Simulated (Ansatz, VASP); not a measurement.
Two plane-wave programs on Cd4Se3

```
Cd Se
1.0
     3.68957   -6.35009    0.00000
     3.68957    6.35009    0.00000
     0.00000    0.00000    3.99540
Cd Se
4 3
Cartesian
  3.6896 -3.6269 1.9977
  5.1310 0.0000 0.0000
  3.6896 3.6269 1.9977
  2.2481 0.0000 0.0000
  1.8448 3.1750 0.0000
  0.0000 0.0000 1.9977
  1.8448 -3.1750 0.0000
```

Change from the starting cell: species swapped into the Zr3Se4 type (Cmmm, No. 65).

Alike in both runs: functional PBE; k mesh 6 × 6 × 8; occupations gaussian, width 0.1 eV; no spin polarisation.

Ansatz relaxed the structure, and its values are those at the end. VASP's run is a single point on that final structure, the one shown.

|  | VASP | Ansatz |
| --- | --- | --- |
| version | VASP 6.6.1 | Ansatz 0.2.0 |
| potentials or method | VASP PAW PBE potentials, release 64 (Cd, Se), cutoff 520 eV | scalar-relativistic, plane waves, PAW |
| valence electrons in the cell | 66 | 128 |

Ansatz gave:

- gap on the k mesh at the Fermi level (eV): none
- pressure (GPa): 0.0

Estimate VASP's values.

gap on the k mesh at the Fermi level (eV): none; pressure (GPa): 0.3.

A gap of «none» marks a metal or a gap that the smearing closes. VASP's potentials hold 66 valence electrons a cell and Ansatz's 128, so a difference there can come from the potentials and not from the codes.
